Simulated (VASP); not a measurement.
Wanted: the native input for a VASP 6.6.1 run.

```yaml
Task: relaxation of cell and atoms
Functional: PBE
Potentials_or_basis: VASP PAW PBE potentials, release 64 (Be, Cd, Se)
Cutoff: 600 eV
k_mesh: 4 × 4 × 2
Occupations: gaussian, width 0.1 eV
Spin: no spin polarisation
Dipole_correction: no
Further_INCAR_settings: ALGO = Normal; EDIFF = 1e-07; IBRION = 2; EDIFFG = -0.025; NSW = 80; ISIF = 3
```

The structure of Be3CdSe4 lies in POSCAR:

```
Be3CdSe4
1.0
    3.7369963754      0.0503112185      0.0209557468
    0.0503112185      3.7464096601     -0.0399251430
    0.0618143588     -0.1177694662     10.8334763615
Be Cd Se
3 1 4
Direct
    0.5070648056      0.4695888898      0.2796731395
    0.5113883307      0.4870741157      0.7233458676
   -0.0181124120      0.0208089626      0.5003989558
    0.0290872161      0.0121589142      0.9985231768
    0.4999904981     -0.0022762492      0.3803603642
   -0.0144410333      0.5025372992      0.6131315323
    0.4960695737     -0.0161768971      0.8370905436
    0.9889530212      0.5262849648      0.1674764201
```

One way to write it, as run:

INCAR

```
  PREC = Accurate
  ENCUT = 600
  EDIFF = 1E-7
  ISMEAR = 0
  SIGMA = 0.1
  LREAL = False
  LASPH = True
  NELM = 80
  ALGO = Normal
  ISIF = 3
  LWAVE = False
  LCHARG = False
  GGA = PE
  IBRION = 2
  NSW = 80
  EDIFFG = -0.025
```

KPOINTS

```
Automatic mesh
0
Gamma
  4 4 2
```

Potentials or basis: VASP PAW PBE potentials, release 64 (Be, Cd, Se).

The run is started by

```bash
$ cat potpaw_PBE.64/Be/POTCAR potpaw_PBE.64/Cd/POTCAR potpaw_PBE.64/Se/POTCAR > POTCAR
$ mpirun -np 1 vasp_std > vasp.out
```

It gave:

- Relaxed volume: 20.09 Å³/atom
- Relaxed cell: a = 3.801 Å, b = 3.801 Å, c = 11.122 Å, α = 89.94°, β = 90.12°, γ = 89.96°
- Space group after relaxing (to 0.05 Å): C2 (No. 5)
- Energy gained by relaxing: 55.3 meV/atom
- Ionic steps: 16
- Pressure after relaxing: 0.0 GPa
- Largest force after relaxing: 0.022 eV/Å
- Band gap on the k mesh: 2.16 eV, direct

Caveat: the k points lie up to 0.41 Å⁻¹ apart in the final cell.

Run time: 15 min on 1 thread of Intel(R) Xeon(R) Platinum 8259CL CPU @ 2.50GHz (Skylake/Cascade Lake) (shared host), peak memory 0.34 GiB.
